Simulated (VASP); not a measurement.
Write the native input for VASP 6.6.1 that does the following.

| Property | Result |
| --- | --- |
| Task | single point |
| Functional | PBE |
| Potentials or basis | VASP PAW PBE potentials, release 64 (Sr_sv, Ta_pv, O) |
| Cutoff | 600 eV |
| k mesh | 4 × 4 × 4 |
| Occupations | gaussian, width 0.2 eV |
| Spin | no spin polarisation |
| Dipole correction | no |
| Further INCAR settings | ALGO = Normal; EDIFF = 1e-06; NBANDS = 55 |

The structure of SrTa2O2 lies in POSCAR:

```
SrTa2O2
1.0
    3.0848330383     -3.0848330383      2.8084625940
   -3.0848330383     -3.0848330383      2.8084625940
    0.0000000000     -6.1696660766     -5.6169251880
Sr Ta O
2 4 4
Direct
    0.0000000000      0.0000000000      1.0000000000
    0.5000000000      0.5000000000      0.5000000000
    0.7500000000      0.7500000000      0.7500000000
    0.2500000000      0.2500000000      0.2500000000
    0.5000000000      0.5000000000      0.0000000000
    0.0000000000      0.0000000000      0.5000000000
    0.3098501515      0.3098501515      0.6901498485
    0.8098501515      0.8098501515      0.1901498485
    0.1901498485      0.1901498485      0.8098501515
    0.6901498485      0.6901498485      0.3098501515
```

These files were run (other wordings do the same):

INCAR

```
PREC = Accurate
ENCUT = 600
EDIFF = 1E-6
ISMEAR = 0
SIGMA = 0.2
LREAL = F
LASPH = T
NELM = 120
ALGO = Normal
ISIF = 2
LWAVE = F
LCHARG = T
GGA = PE
LELF = T
LVHAR = T
NBANDS = 55
GGA_COMPAT = F
```

KPOINTS

```
Automatic mesh
0
Gamma
  4 4 4
```

Potentials or basis: VASP PAW PBE potentials, release 64 (Sr_sv, Ta_pv, O).

Command:

```sh
$ cat potpaw_PBE.64/Sr_sv/POTCAR potpaw_PBE.64/Ta_pv/POTCAR potpaw_PBE.64/O/POTCAR > POTCAR
$ mpirun -np 1 vasp_std > vasp.out
```

Results of the run:

| Quantity | Value |
| --- | --- |
| Pressure | 0.5 GPa |
| Largest force | 0.121 eV/Å |
| Band gap on the k mesh | zero (band 44 reaches 2.80 eV, above the bottom of band 45 at 2.61 eV) |

Caveat: spin-orbit coupling is left out, which moves the levels of the heavy elements.

It took 12 min on 1 thread of Intel Xeon 6975P-C (shared host), peak memory 0.53 GiB.
